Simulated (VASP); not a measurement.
A run of VASP 6.6.1 is set up as follows.

Contents of INCAR:

```
SYSTEM = Ti3Al
PREC = Accurate
ENCUT = 520
EDIFF = 1E-7
ISMEAR = 0
SIGMA = 0.15
LREAL = .FALSE.
LASPH = .TRUE.
NELM = 150
ALGO = Normal
ISIF = 2
LWAVE = .FALSE.
LCHARG = .FALSE.
ISPIN = 2
MAGMOM = 0.9 0.9 0.9 0
LORBIT = 11
NUPDOWN = 2.7
LMAXMIX = 4
GGA = PS
NBANDS = 32
```

KPOINTS

```
regular mesh
0
G
  12 12 12
  0 0 0
```

POSCAR

```
Ti3Al
1.0
    0.0000000000      2.9776862962      2.9776862962
    2.9776862962      0.0000000000      2.9776862962
    2.9776862962      2.9776862962      0.0000000000
Ti Al
3 1
Direct
    0.7500000000      0.7500000000      0.7500000000
    0.2500000000      0.2500000000      0.2500000000
    0.0000000000      0.0000000000      0.0000000000
    0.5000000000      0.5000000000      0.5000000000
```

Potentials or basis: VASP PAW PBE potentials, release 64 (Ti_sv, Al).

Run with:

```sh
$ cat potpaw_PBE.64/Ti_sv/POTCAR potpaw_PBE.64/Al/POTCAR > POTCAR
$ mpirun -np 1 vasp_std > vasp.out
```

**Question.** What does it give for the pressure?

**Answer.** 37.5 GPa.

Caveat: the PAW data sets were made with another functional, which shifts forces and pressure a little; the total moment is fixed, so each spin has its own Fermi level.
